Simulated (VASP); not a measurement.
A run of VASP 6.6.1 is set up as follows.

Contents of INCAR:

```
ALGO = Normal ; EDIFF = 1E-6
ENCUT = 520 ; GGA = PS
ISIF = 2 ; ISMEAR = -1
LASPH = True ; LCHARG = True
LELF = True ; LREAL = False
LVHAR = True ; LWAVE = False
NBANDS = 13 ; NELM = 60
PREC = Accurate ; SIGMA = 0.15
```

File KPOINTS:

```
k-points
0
Gamma
  16 16 16
```

POSCAR

```
Mo
1.0
   -1.5649018779      1.5649018779      1.5649018779
    1.5649018779     -1.5649018779      1.5649018779
    1.5649018779      1.5649018779     -1.5649018779
Mo
1
Direct
    0.0000000000      0.0000000000      0.0000000000
```

Potentials or basis: VASP PAW PBE potentials, release 64 (Mo_sv).

The run is started by

```console
$ cat potpaw_PBE.64/Mo_sv/POTCAR > POTCAR
$ mpirun -np 1 vasp_std > vasp.out
```

Problem. Estimate the band gap on the k mesh.

Solution. Zero (band 7 reaches 16.91 eV, above the bottom of band 8 at 11.38 eV).

Problem. What does it give for the pressure?

Solution. 0.5 GPa.

Caveat: the PAW data sets were made with another functional, which shifts forces and pressure a little.
